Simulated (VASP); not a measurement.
## HfN: single point with PBEsol

HfN:

```
CELL_PARAMETERS angstrom
0.00000 2.45482 2.45482
2.45482 0.00000 2.45482
2.45482 2.45482 0.00000
ATOMIC_POSITIONS crystal
Hf 0.00000 0.00000 0.00000
N 0.67062 0.77646 0.77646
```

This cell differs from its parent crystal: all N atoms moved +0.225 Å, as atom 2 towards its neighbour atom 1 (Hf) at 2.126 Å.

```yaml
Program: VASP 6.6.1
Task: single point
Functional: PBEsol
Potentials_or_basis: VASP PAW PBE potentials, release 64 (Hf_pv, N)
Cutoff: 520 eV
k_mesh: 16 × 16 × 16
Occupations: gaussian, width 0.15 eV
Spin: no spin polarisation
Dipole_correction: no
Further_INCAR_settings: ALGO = Normal; EDIFF = 1e-06; NBANDS = 14
```

```json
{
 "Pressure": "0.7 GPa",
 "Largest force": "3.909 eV/Å"
}
```

Forces on the atoms (eV/Å):
```
Hf   2.257 -2.257 -2.257
N   -2.257  2.257  2.257
```

Stress tensor (GPa, compression positive):
```
  0.72 -10.61 -10.61
-10.61   0.72  10.61
-10.61  10.61   0.72
```

Levels at points of the mesh, in eV from the Fermi level:
```tsv
k point	band 5	band 6	band 7	band 8	band 9	band 10
(0.00, 0.00, 0.00)	-5.61	-5.24	-5.24	-0.72	2.21	2.21
(0.50, 0.00, 0.00)	-5.50	-4.22	-4.22	0.04	2.72	2.72
(0.00, 0.50, 0.00)	-5.69	-5.22	-4.67	1.77	2.30	3.52
(0.50, 0.50, 0.00)	-6.84	-3.77	-3.32	-1.18	2.54	4.00
```

Wall time 120 s on 1 thread of Intel(R) Xeon(R) Platinum 8124M CPU @ 3.00GHz (Skylake/Cascade Lake), with other jobs on the host, peak memory 0.31 GiB.

Caveat: the cell differs from its parent crystal (all N atoms moved +0.225 Å, as atom 2 towards its neighbour atom 1 (Hf) at 2.126 Å); the PAW data sets were made with another functional, which shifts forces and pressure a little; spin-orbit coupling is left out, which moves the levels of the heavy elements.
